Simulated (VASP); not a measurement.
Wanted: the native input for a VASP 6.6.1 run.

| Property | Result |
| --- | --- |
| Task | single point |
| Functional | PBE |
| Potentials or basis | VASP PAW PBE potentials, release 64 (Cd) |
| Cutoff | 520 eV |
| k mesh | 6 × 6 × 2 |
| Occupations | gaussian, width 0.1 eV |
| Spin | no spin polarisation |
| Dipole correction | no |
| Further INCAR settings | ALGO = Normal; EDIFF = 1e-06; NBANDS = 32 |

The structure of Cd lies in POSCAR:

```
Cd
1.0
    3.5109183412      0.0000000000      0.0000000000
   -1.7554591706      3.0405444740      0.0000000000
    0.0000000000      0.0000000000      9.0137806431
Cd
4
Direct
    0.3333333333      0.6666666667      0.1610000000
    0.6666666667      0.3333333333      0.6610000000
    0.3333333333      0.6666666667      0.3390000000
    0.6666666667      0.3333333333      0.8390000000
```

One way to write it, as run:

INCAR

```
SYSTEM = Cd
ALGO = Normal
EDIFF = 1E-6
ENCUT = 520
GGA = PE
ISIF = 2
ISMEAR = 0
LASPH = .True.
LCHARG = .False.
LREAL = .False.
LWAVE = .False.
NBANDS = 32
NELM = 60
PREC = Accurate
SIGMA = 0.1
```

KPOINTS

```
k-points
0
Gamma
  6 6 2
  0 0 0
```

Potentials or basis: VASP PAW PBE potentials, release 64 (Cd).

Run with:

```sh
$ cat potpaw_PBE.64/Cd/POTCAR > POTCAR
$ mpirun -np 1 vasp_std > vasp.out
```

It gave:

The pressure is 140.0 GPa and the largest force is 80.009 eV/Å. The band gap on the k mesh is zero (bands 24 and 25 overlap by 2.63 eV).

Caveat: atoms lie so close that the PAW spheres overlap strongly, which falsifies energies and pressures; the stress differs along the axes, from -1 to 421 GPa; forces of over 1 eV/Å act on the atoms, so gaps and moduli don't describe the material at rest.

Run time: 58 s on 1 thread of Intel Xeon 8259CL (shared host), peak memory 0.22 GiB.
